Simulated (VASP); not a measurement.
Zr4Ag, 5 atoms in the cell. Symmetry: P-6m2, No. 187, hexagonal system. The conventional cell has a = 5.799 Å, b = 5.799 Å, c = 4.461 Å, α = 90.00°, β = 90.00°, γ = 120.00°. Within 3.7 Å of Zr (site symmetry mm2) lie 6 Zr at 2.79 to 2.92 Å and 4 Ag at 3.66 Å. Zr (site symmetry -6m2) has 6 Zr at 2.79 Å and 3 Ag at 3.35 Å within 3.7 Å. Within 4.4 Å of Ag (site symmetry -6m2) lie 15 Zr at 3.35 to 3.66 Å. 

| Item | Value |
| --- | --- |
| Program | VASP 6.6.1 |
| Task | single point |
| Functional | PBE |
| Potentials or basis | VASP PAW PBE potentials, release 64 (Zr_sv, Ag) |
| Cutoff | 520 eV |
| k mesh | 4 × 4 × 3 |
| Occupations | gaussian, width 0.2 eV |
| Spin | no spin polarisation |
| Dipole correction | no |
| Further INCAR settings | ALGO = Fast; EDIFF = 1e-06; NBANDS = 38 |

Potentials or basis: VASP PAW PBE potentials, release 64 (Zr_sv, Ag).

Launch:

```bash
$ cat potpaw_PBE.64/Zr_sv/POTCAR potpaw_PBE.64/Ag/POTCAR > POTCAR
$ mpirun -np 1 vasp_std > vasp.out
```

Hardware: 1 thread of Intel(R) Xeon(R) Platinum 8488C (Sapphire Rapids), on a shared host.

Question: Estimate the wall time of this run.

Answer: It took 2.1 min on 1 thread of Intel(R) Xeon(R) Platinum 8488C (Sapphire Rapids), on a shared host, peak memory 0.28 GiB. Counts: scf iterations 25, k points 8.
